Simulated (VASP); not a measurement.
Input of a VASP 6.6.1 run:

POSCAR

```
Al
1.0
   -1.5912186900      1.5912186900      1.5912186900
    1.5912186900     -1.5912186900      1.5912186900
    1.5912186900      1.5912186900     -1.5912186900
Al
1
Direct
    0.0000000000      0.0000000000      0.0000000000
```

Contents of INCAR.step1:

```
SYSTEM = Al
PREC     = Accurate       ! precision mode
ENCUT    = 520            ! plane-wave cutoff, eV
EDIFF    = 1E-5           ! SCF threshold, eV
ISMEAR   = -1             ! smearing method
SIGMA    = 0.05           ! smearing width, eV
LREAL    = .FALSE.        ! projectors in reciprocal space
LASPH    = .TRUE.         ! aspherical terms in the spheres
NELM     = 60             ! most SCF steps
ALGO     = Normal         ! electronic algorithm
ISIF     = 2              ! what is computed and relaxed
LWAVE    = .TRUE.         ! write WAVECAR
LCHARG   = .FALSE.        ! write CHGCAR
GGA      = PE             ! functional
NBANDS   = 8              ! bands
```

INCAR.step2

```
SYSTEM = Al
PREC     = Accurate       ! precision mode
ENCUT    = 520            ! plane-wave cutoff, eV
EDIFF    = 1E-6           ! SCF threshold, eV
ISMEAR   = -1             ! smearing method
SIGMA    = 0.05           ! smearing width, eV
LREAL    = .FALSE.        ! projectors in reciprocal space
LASPH    = .TRUE.         ! aspherical terms in the spheres
NELM     = 60             ! most SCF steps
ALGO     = Normal         ! electronic algorithm
ISIF     = 2              ! what is computed and relaxed
LWAVE    = .FALSE.        ! write WAVECAR
LCHARG   = .FALSE.        ! write CHGCAR
GGA      = PE             ! functional
LHFCALC  = .TRUE.         ! exact exchange
AEXX     = 0.25           ! exact-exchange fraction
PRECFOCK = Normal       
ISTART   = 1            
NBANDS   = 8              ! bands
```

File KPOINTS:

```
Automatic mesh
0
G
  8 8 8
  0 0 0
```

Potentials or basis: VASP PAW PBE potentials, release 64 (Al).

The run is started by

```sh
$ cat potpaw_PBE.64/Al/POTCAR > POTCAR
$ cp INCAR.step1 INCAR
$ mpirun -np 1 vasp_std > vasp.out
$ cp INCAR.step2 INCAR
$ mpirun -np 1 vasp_std > vasp.out
```

Question: Estimate the pressure.

Answer: 3.7 GPa.

Caveat: the PAW data sets were made with another functional, which shifts forces and pressure a little.
